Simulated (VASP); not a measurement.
# SnO2 (P4_2/mnm) in VASP: a series of runs

The runs below take SnO2 through single point, with PBEsol.

Program: VASP 6.6.1. These are calculated values, not measurements. Logs are shortened: lines on timing, memory, paths and dates and some standing lists are left out, and cuts for length are marked.

### 1 The cell of the first run

Symmetry: P4_2/mnm, No. 136, tetragonal system. Conventional cell: a = 4.822 Å, b = 4.822 Å, c = 3.068 Å, α = 90.00°, β = 90.00°, γ = 90.00°. Sn (site symmetry mmm) has 6 O at 2.03 to 2.08 Å within 2.7 Å. O (site symmetry m2m) has 3 Sn at 2.03 to 2.08 Å and 1 O at 2.66 Å within 2.7 Å.

### 2 Single point, PBEsol (uniaxial strain along c: -4.5 %)

File INCAR:

```
ALGO = Normal
EDIFF = 1E-7
ENCUT = 520
GGA = PS
ISIF = 2
ISMEAR = 0
LASPH = True
LCHARG = False
LREAL = False
LWAVE = False
NBANDS = 35
NELM = 60
PREC = Accurate
SIGMA = 0.02
```

File KPOINTS:

```
k-points
0
Gamma
  6 6 8
```

File POSCAR:

```
SnO2
1.0
    4.8220850595      0.0000000000      0.0000000000
    0.0000000000      4.8220850595      0.0000000000
    0.0000000000      0.0000000000      3.0678380292
Sn O
2 4
Direct
    0.5000000000      0.5000000000      0.5000000000
    0.0000000000      0.0000000000      0.0000000000
    0.1948790082      0.8051209918      0.5000000000
    0.8051209918      0.1948790082      0.5000000000
    0.3051209918      0.3051209918      0.0000000000
    0.6948790082      0.6948790082      0.0000000000
```

Potentials or basis: VASP PAW PBE potentials, release 64 (Sn_d, O).

The run is started by

```
cat potpaw_PBE.64/Sn_d/POTCAR potpaw_PBE.64/O/POTCAR > POTCAR
mpirun -np 1 vasp_std > vasp.out
```

OUTCAR:

```text
EDIFF = 1E-7
   ENCUT = 520
   GGA = PS
   ISIF = 2
   ISMEAR = 0
   LASPH = True
   LREAL = False
   NELM = 60
   PREC = Accurate

 ion  position               nearest neighbor table
   1  0.500  0.500  0.500-   5 2.03   6 2.03   5 2.03   6 2.03   3 2.08   4 2.08   2 3.74   2 3.74
                             2 3.74   2 3.74   2 3.74   2 3.74   2 3.74   2 3.74
   2  0.000  0.000  0.000-   3 2.03   4 2.03   3 2.03   4 2.03   5 2.08   6 2.08   1 3.74   1 3.74
                             1 3.74   1 3.74   1 3.74   1 3.74   1 3.74   1 3.74
   3  0.195  0.805  0.500-   2 2.03   2 2.03   1 2.08
   4  0.805  0.195  0.500-   2 2.03   2 2.03   1 2.08
   5  0.305  0.305  0.000-   1 2.03   1 2.03   2 2.08
   6  0.695  0.695  0.000-   1 2.03   1 2.03   2 2.08

  LATTYP: Found a simple tetragonal cell.
 ALAT       =     4.8220850595
 C/A-ratio  =     0.6362057059

  Lattice vectors:

 A1 = (   4.8220850595,   0.0000000000,   0.0000000000)
 A2 = (   0.0000000000,   4.8220850595,   0.0000000000)
 A3 = (   0.0000000000,   0.0000000000,   3.0678380292)

Analysis of symmetry for initial positions (statically):
=====================================================================
 Subroutine PRICEL returns:
 Original cell was already a primitive cell.

 Routine SETGRP: Setting up the symmetry group for a
 simple tetragonal supercell.

 Subroutine GETGRP returns: Found 16 space group operations
 (whereof  8 operations were pure point group operations)
 out of a pool of 16 trial point group operations.

The static configuration has the point symmetry D_2h.
 The point group associated with its full space group is D_4h.

Analysis of symmetry for dynamics (positions and initial velocities):
=====================================================================
 Subroutine PRICEL returns:
 Original cell was already a primitive cell.

 Routine SETGRP: Setting up the symmetry group for a
 simple tetragonal supercell.

 Subroutine GETGRP returns: Found 16 space group operations
 (whereof  8 operations were pure point group operations)
 out of a pool of 16 trial point group operations.

The dynamic configuration has the point symmetry D_2h.
 The point group associated with its full space group is D_4h.

 Subroutine INISYM returns: Found 16 space group operations
 (whereof  8 operations are pure point group operations),
 and found     1 'primitive' translations

----------------------------------------------------------------------------------------

                                     Primitive cell

  volume of cell :      71.3349

  direct lattice vectors                    reciprocal lattice vectors
     4.822085059  0.000000000  0.000000000     0.207379171  0.000000000  0.000000000
     0.000000000  4.822085059  0.000000000     0.000000000  0.207379171  0.000000000
     0.000000000  0.000000000  3.067838029     0.000000000  0.000000000  0.325962450

  length of vectors
     4.822085059  4.822085059  3.067838029     0.207379171  0.207379171  0.325962450

  position of ions in fractional coordinates (direct lattice)
     0.500000000  0.500000000  0.500000000
     0.000000000  0.000000000  0.000000000
     0.194879008  0.805120992  0.500000000
     0.805120992  0.194879008  0.500000000
     0.305120992  0.305120992  0.000000000
     0.694879008  0.694879008  0.000000000

  ion indices of the primitive-cell ions
   primitive index   ion index
                 1           1
                 2           2
                 3           3
                 4           4
                 5           5
                 6           6

----------------------------------------------------------------------------------------

 KPOINTS: k-points

Automatic generation of k-mesh.
 Grid dimensions read from file:
 generate k-points for:    6    6    8

 Generating k-lattice:

  Cartesian coordinates                     Fractional coordinates (reciprocal lattice)
     0.034563195  0.000000000  0.000000000     0.166666667  0.000000000  0.000000000
     0.000000000  0.034563195  0.000000000     0.000000000  0.166666667  0.000000000
     0.000000000  0.000000000  0.040745306     0.000000000  0.000000000  0.125000000

  Length of vectors
     0.034563195  0.034563195  0.040745306

  Shift w.r.t. Gamma in fractional coordinates (k-lattice)
     0.000000000  0.000000000  0.000000000

 Subroutine IBZKPT returns following result:
 ===========================================

 Found     50 irreducible k-points:

 Following reciprocal coordinates:
            Coordinates               Weight
  0.000000  0.000000  0.000000      1.000000
  0.166667  0.000000  0.000000      4.000000
  0.333333  0.000000  0.000000      4.000000
  0.500000  0.000000  0.000000      2.000000
  0.166667  0.166667  0.000000      4.000000
  0.333333  0.166667  0.000000      8.000000
[... 16 lines left out ...]
  0.333333  0.000000  0.250000      8.000000
  0.500000  0.000000  0.250000      4.000000
 [... further k-points ...]
   k-points           NKPTS =     50   k-points in BZ     NKDIM =     50   number of bands    NBANDS=     35
   number of dos      NEDOS =    301   number of ions     NIONS =      6
   total plane-waves  NPLWV =  31104
   dimension x,y,z NGX =    36 NGY =   36 NGZ =   24
   dimension x,y,z NGXF=    72 NGYF=   72 NGZF=   48
   ions per type =               2   4
   NGX,Y,Z   is equivalent  to a cutoff of  12.41, 12.41, 13.01 a.u.
   NGXF,Y,Z  is equivalent  to a cutoff of  24.82, 24.82, 26.01 a.u.
 SYSTEM =  unknown system
   PREC   = accura    normal or accurate (medium, high low for compatibility)
   ISTART =      0    job   : 0-new  1-cont  2-samecut
   ICHARG =      2    charge: 1-file 2-atom 10-const
   ISPIN  =      1    spin polarized calculation?
   LNONCOLLINEAR =      F non collinear calculations
   LSORBIT =      F    spin-orbit coupling
   LASPH  =      T    aspherical Exc in radial PAW
   ENCUT  =  520.0 eV  38.22 Ry    6.18 a.u.   8.97  8.97  5.70*2*pi/ulx,y,z
   NELM   =     60;   NELMIN=  2; NELMDL= -5     # of ELM steps
   EDIFF  = 0.1E-06   stopping-criterion for ELM
   LREAL  =      F    real-space projection
   EDIFFG = 0.1E-05   stopping-criterion for IOM
   NSW    =      0    number of steps for IOM
   IBRION =     -1    ionic relax: 0-MD 1-quasi-New 2-CG
   NFREE  =      0    steps in history (QN), initial steepest desc. (CG)
   ISIF   =      2    stress and relaxation
   ISYM   =      2    0-nonsym 1-usesym 2-fastsym
   POTIM  = 0.5000    time-step for ionic-motion
   TEBEG  =    0.0;   TEEND  =   0.0 temperature during run
   PSTRESS=    0.0 pullay stress
   NELECT =      52.0000    total number of electrons
   NUPDOWN=      -1.0000    fix difference up-down
   EMIN   =  10.00;   EMAX   =-10.00  energy-range for DOS
   EFERMI =   0.00;   METHOD = LEGACY
   ISMEAR =     0;   SIGMA  =   0.02  broadening in eV -4-tet -1-fermi 0-gaus
   EFERMI_NEDOS =   21; number of points for ismear=-14 and -15
   IALGO  =     38    algorithm
   IMIX   =      4    mixing-type and parameters
     AMIX     =   0.40;   BMIX     =  1.00
     AMIX_MAG =   1.60;   BMIX_MAG =  1.00
  volume/ion in A,a.u.               =      11.89        80.23
  Fermi-wavevector in a.u.,A,eV,Ry     =   1.473359  2.784245 29.535344  2.170787
  Thomas-Fermi vector in A             =   2.588262
   LORBIT       =      0    0 simple, 1 ext, 2 COOP (PROOUT), +10 PAW based schemes
   GGA     = PS    functional components
   LHFCALC =     F    Hartree Fock is set to
   AEXX    =    0.0000 exact exchange contribution
   IVDW    =     0    specifies the selected vdW correction
   LEPSILON=     F    determine dielectric tensor
   LRPA    =     F    only Hartree local field effects (RPA)
 non-spin polarized calculation
 Gauss-broadening in eV      SIGMA  =   0.02
  energy-cutoff  :      520.00
  volume of cell :       71.33
 maximum number of plane-waves:      1948
 NGX is ok and might be reduce to    36
   NGX = 17   NGY = 17   NGZ = 11

 number of electron      52.0000002 magnetization

 Free energy of the ion-electron system (eV)
  ---------------------------------------------------
  ext. energy  EPLUGINS =         0.00000000
  ---------------------------------------------------
  free energy    TOTEN  =       -39.49401720 eV

  energy without entropy =      -39.49401720  energy(sigma->0) =      -39.49401720

 E-fermi :   6.2195     XC(G=0): -11.5274

 val. band max:        6.0325423842   @ k =   0.0000   0.0000   0.0000
 cond. band min:       7.3786812070   @ k =   0.0000   0.0000   0.0000
 fundamental gap:      1.3461388228
 Fermi energy:         6.2194563569

 k-point     1 :       0.0000    0.0000    0.0000
  band No.  band energies     occupation
      1     -15.0720      2.00000
      2     -14.3706      2.00000
      3     -13.9391      2.00000
      4     -13.8988      2.00000
      5     -13.8988      2.00000
      6     -13.7656      2.00000
[... 27 lines left out ...]
     34      17.7429      0.00000
     35      18.3030      0.00000

 k-point     2 :       0.1667    0.0000    0.0000
  band No.  band energies     occupation
      1     -15.0317      2.00000
      2     -14.4146      2.00000
      3     -13.9371      2.00000
      4     -13.8972      2.00000
      5     -13.8971      2.00000
      6     -13.8064      2.00000
[... 27 lines left out ...]
     34      17.7131      0.00000
     35      18.3553      0.00000

 k-point     3 :       0.3333    0.0000    0.0000
  band No.  band energies     occupation
      1     -14.9156      2.00000
      2     -14.5513      2.00000
      3     -13.9301      2.00000
      4     -13.8937      2.00000
      5     -13.8936      2.00000
      6     -13.8759      2.00000
[... 27 lines left out ...]
     34      18.0896      0.00000
     35      18.3041      0.00000

 k-point     4 :       0.5000    0.0000    0.0000
  band No.  band energies     occupation
      1     -14.7413      2.00000
      2     -14.7413      2.00000
      3     -13.9140      2.00000
      4     -13.9140      2.00000
      5     -13.8919      2.00000
      6     -13.8919      2.00000
[... 27 lines left out ...]
     34      18.1393      0.00000
     35      19.1115      0.00000

 k-point     5 :       0.1667    0.1667    0.0000
  band No.  band energies     occupation
      1     -15.0008      2.00000
      2     -14.4622      2.00000
      3     -13.9345      2.00000
      4     -13.8993      2.00000
      5     -13.8934      2.00000
      6     -13.8366      2.00000
[... 638 lines left out ...]
 k-point    22 :       0.1667    0.0000    0.2500
  band No.  band energies     occupation
      1     -14.7545      2.00000
      2     -14.5390      2.00000
      3     -14.4346      2.00000
      4     -14.0050      2.00000
      5     -13.8049      2.00000
      6     -13.7809      2.00000
[... 27 lines left out ...]
     34      17.7526      0.00000
     35      18.0399      0.00000

 k-point    23 :       0.3333    0.0000    0.2500
  band No.  band energies     occupation
      1     -14.7561      2.00000
      2     -14.6375      2.00000
      3     -14.3143      2.00000
      4     -14.0629      2.00000
      5     -13.8024      2.00000
      6     -13.7872      2.00000
[... 27 lines left out ...]
     34      17.9641      0.00000
     35      18.3119      0.00000

 k-point    24 :       0.5000    0.0000    0.2500
  band No.  band energies     occupation
      1     -14.7179      2.00000
      2     -14.7179      2.00000
      3     -14.1767      2.00000
      4     -14.1767      2.00000
      5     -13.7965      2.00000
      6     -13.7965      2.00000
[... 27 lines left out ...]
     34      18.1078      0.00000
     35      18.6100      0.00000

 [... further k-points ...]
[... 5 lines left out ...]
  --------------------------------------------------------------------------------------
  -------------------------------------------------------------------------------------
  Total        1.3770421      1.3770421      8.2765986      0.0000000      0.0000000      0.0000000
  in kB       30.9282708     30.9282708    185.8918356      0.0000000      0.0000000      0.0000000
  external PRESSURE =      82.5827924 kB  Pullay stress =       0.0000000 kB

 VOLUME and BASIS-vectors are now :
 -----------------------------------------------------------------------------
  energy-cutoff  :      520.00
  volume of cell :       71.33
      direct lattice vectors                 reciprocal lattice vectors
     4.822085059  0.000000000  0.000000000     0.207379171  0.000000000  0.000000000
     0.000000000  4.822085059  0.000000000     0.000000000  0.207379171  0.000000000
     0.000000000  0.000000000  3.067838029     0.000000000  0.000000000  0.325962450

 POSITION                                       TOTAL-FORCE (eV/Angst)
 -----------------------------------------------------------------------------------
      2.41104      2.41104      1.53392         0.000000      0.000000     -0.000000
      0.00000      0.00000      0.00000         0.000000      0.000000     -0.000000
      0.93972      3.88236      1.53392         0.125233     -0.125233     -0.000000
      3.88236      0.93972      1.53392        -0.125233      0.125233     -0.000000
      1.47132      1.47132      0.00000        -0.125233     -0.125233     -0.000000
      3.35077      3.35077      0.00000         0.125233      0.125233      0.000000
 -----------------------------------------------------------------------------------
    total drift:                                0.000000      0.000000      0.000000

  FREE ENERGIE OF THE ION-ELECTRON SYSTEM (eV)
  ---------------------------------------------------
  free  energy   TOTEN  =       -39.4940171963 eV

  energy  without entropy=      -39.4940171963  energy(sigma->0) =      -39.49401720
```

It took 76 s on 1 thread of AMD EPYC 7R13 (Zen 3), shared host; peak memory 0.2 GiB.

Results:

| Quantity | Value |
| --- | --- |
| Free energy | -39.4940 eV |
| Pressure | 8.3 GPa |
| Largest force | 0.177 eV/Å |
| Band gap on the k mesh | 1.35 eV, direct |

Forces on the atoms (eV/Å):
```
Sn   0.000  0.000  0.000
Sn   0.000  0.000  0.000
O    0.125 -0.125  0.000
O   -0.125  0.125  0.000
O   -0.125 -0.125  0.000
O    0.125  0.125  0.000
```

Stress tensor (GPa, compression positive):
```
 3.09  0.00  0.00
 0.00  3.09  0.00
 0.00  0.00 18.59
```

Caveat: the cell differs from its parent crystal (uniaxial strain along c: -4.5 %); the PAW data sets were made with another functional, which shifts forces and pressure a little; spin-orbit coupling is left out, which moves the levels of the heavy elements.

### 3 Single point, PBEsol (uniaxial strain along c: -3.0 %)

File INCAR:

```
ALGO = Normal
EDIFF = 1E-6
ENCUT = 520
GGA = PS
ISIF = 2
ISMEAR = 0
LASPH = T
LCHARG = F
LREAL = F
LWAVE = F
NBANDS = 35
NELM = 60
PREC = Accurate
SIGMA = 0.02
```

KPOINTS is that of step 2.

File POSCAR:

```
SnO2
1.0
    4.8042034091      0.0000000000      0.0000000000
    0.0000000000      4.8042034091      0.0000000000
    0.0000000000      0.0000000000      3.1160239668
Sn O
2 4
Direct
    0.5000000000      0.5000000000      0.5000000000
    0.0000000000      0.0000000000      0.0000000000
    0.1942618715      0.8057381285      0.5000000000
    0.8057381285      0.1942618715      0.5000000000
    0.3057381285      0.3057381285      0.0000000000
    0.6942618715      0.6942618715      0.0000000000
```

Potentials or basis: VASP PAW PBE potentials, release 64 (Sn_d, O).

The run is started by

```
cat potpaw_PBE.64/Sn_d/POTCAR potpaw_PBE.64/O/POTCAR > POTCAR
mpirun -np 1 vasp_std > vasp.out
```

Run time: 97 s. Hardware: 1 thread of AMD EPYC 7R13 (Zen 3), shared host; peak memory 0.2 GiB.

The run converged. Its results:

```yaml
Free_energy: -39.5906 eV
Pressure: 5.6 GPa
Largest_force: 0.143 eV/Å
Band_gap_on_the_k_mesh: 1.21 eV, direct
```

Forces in eV/Å, atoms in the order of the input:
```
Sn   0.000  0.000  0.000
Sn   0.000  0.000  0.000
O    0.101 -0.101  0.000
O   -0.101  0.101  0.000
O   -0.101 -0.101  0.000
O    0.101  0.101  0.000
```

Stress tensor (GPa, compression positive):
```
 2.22  0.00  0.00
 0.00  2.22  0.00
 0.00  0.00 12.25
```

Levels at points of the mesh, in eV from the valence-band top:
```
           k point  band 24  band 25  band 26  band 27  band 28  band 29
(0.00, 0.00, 0.00)    -0.84    -0.84     0.00     1.21     6.36     6.38
(0.50, 0.00, 0.00)    -1.13    -0.68    -0.68     4.33     4.33     7.18
(0.50, 0.50, 0.00)    -1.24    -0.99    -0.99     4.84     4.84     7.53
(0.00, 0.00, 0.50)    -1.67    -1.28    -1.28     6.09     6.09     9.42
(0.50, 0.00, 0.50)    -1.15    -0.80    -0.80     6.32     6.32     7.65
(0.50, 0.50, 0.50)    -1.01    -0.90    -0.90     4.64     4.64     8.69
```

Caveat: the cell differs from its parent crystal (uniaxial strain along c: -3.0 %); the PAW data sets were made with another functional, which shifts forces and pressure a little; spin-orbit coupling is left out, which moves the levels of the heavy elements.

### 4 Single point, PBEsol (uniaxial strain along c: -4.5 %, then relaxed in part)

File INCAR:

```
PREC = Accurate
ENCUT = 520
EDIFF = 1E-6
ISMEAR = 0
SIGMA = 0.02
LREAL = F
LASPH = T
NELM = 80
ALGO = Normal
ISIF = 2
LWAVE = F
LCHARG = T
GGA = PS
LELF = T
LVHAR = T
NBANDS = 35
```

File KPOINTS:

```
Automatic mesh
0
Gamma
  6 6 8
```

File POSCAR:

```
SnO2
1.0
    4.8491112340      0.0000000000      0.0000000000
    0.0000000000      4.8491112340      0.0000000000
    0.0000000000      0.0000000000      3.0678380292
Sn O
2 4
Direct
    0.5000000000      0.5000000000      0.5000000000
    0.0000000000      0.0000000000      0.0000000000
    0.1955290710      0.8044709290      0.5000000000
    0.8044709290      0.1955290710      0.5000000000
    0.3044709290      0.3044709290      0.0000000000
    0.6955290710      0.6955290710      0.0000000000
```

The run is started by

```
cat potpaw_PBE.64/Sn_d/POTCAR potpaw_PBE.64/O/POTCAR > POTCAR
mpirun -np 1 vasp_std > vasp.out
```

It took 2.6 min on 1 thread of AMD EPYC 7R13 (Zen 3), shared host; peak memory 0.2 GiB.

It converged, with:

```yaml
Free_energy: -39.5063 eV
Pressure: 5.8 GPa
Largest_force: 0.030 eV/Å
Band_gap_on_the_k_mesh: 1.22 eV, direct
```

Forces on the atoms (eV/Å):
```
Sn   0.000  0.000  0.000
Sn   0.000  0.000  0.000
O    0.021 -0.021  0.000
O   -0.021  0.021  0.000
O   -0.021 -0.021  0.000
O    0.021  0.021  0.000
```

Stress tensor (GPa, compression positive):
```
 0.57  0.00  0.00
 0.00  0.57  0.00
 0.00  0.00 16.17
```

Levels at points of the mesh, in eV from the valence-band top:
| k point | band 23 | band 24 | band 25 | band 26 | band 27 | band 28 | band 29 | band 30 |
| --- | --- | --- | --- | --- | --- | --- | --- | --- |
| (0.00, 0.00, 0.00) | -1.10 | -0.88 | -0.88 | 0.00 | 1.22 | 6.51 | 6.51 | 6.60 |
| (0.50, 0.00, 0.00) | -1.07 | -1.07 | -0.70 | -0.70 | 4.30 | 4.30 | 7.38 | 7.38 |
| (0.50, 0.50, 0.00) | -1.16 | -1.16 | -1.03 | -1.03 | 4.89 | 4.89 | 7.65 | 7.65 |
| (0.00, 0.00, 0.50) | -1.65 | -1.65 | -1.27 | -1.27 | 6.03 | 6.03 | 9.25 | 9.25 |
| (0.50, 0.00, 0.50) | -1.16 | -1.16 | -0.85 | -0.85 | 6.24 | 6.24 | 7.45 | 7.45 |
| (0.50, 0.50, 0.50) | -1.01 | -1.01 | -0.92 | -0.92 | 4.50 | 4.50 | 8.70 | 8.70 |

Caveat: the cell differs from its parent crystal (uniaxial strain along c: -4.5 %, then relaxed in part); the PAW data sets were made with another functional, which shifts forces and pressure a little; spin-orbit coupling is left out, which moves the levels of the heavy elements.

### 5 Overview

| cell | gap on the mesh (eV) | pressure (GPa) | largest force (eV/Å) |
| --- | --- | --- | --- |
| a = 4.822, b = 4.822, c = 3.068 Å, 6 atoms | 1.35 | 8.3 | 0.18 |
| a = 4.804, b = 4.804, c = 3.116 Å, 6 atoms | 1.21 | 5.6 | 0.14 |
| a = 4.849, b = 4.849, c = 3.068 Å, 6 atoms | 1.22 | 5.8 | 0.03 |

Alike in all rows: task single point; level PBEsol; potentials or basis VASP PAW PBE potentials, release 64 (Sn_d, O); no spin polarisation; k mesh 6 × 6 × 8; cutoff (eV) 520; smearing gaussian 0.02 eV.

Caveats: the PAW data sets were made with another functional, which shifts forces and pressure a little; spin-orbit coupling is left out, which moves the levels of the heavy elements.

Absolute energies hang on the potentials; compare differences alone.
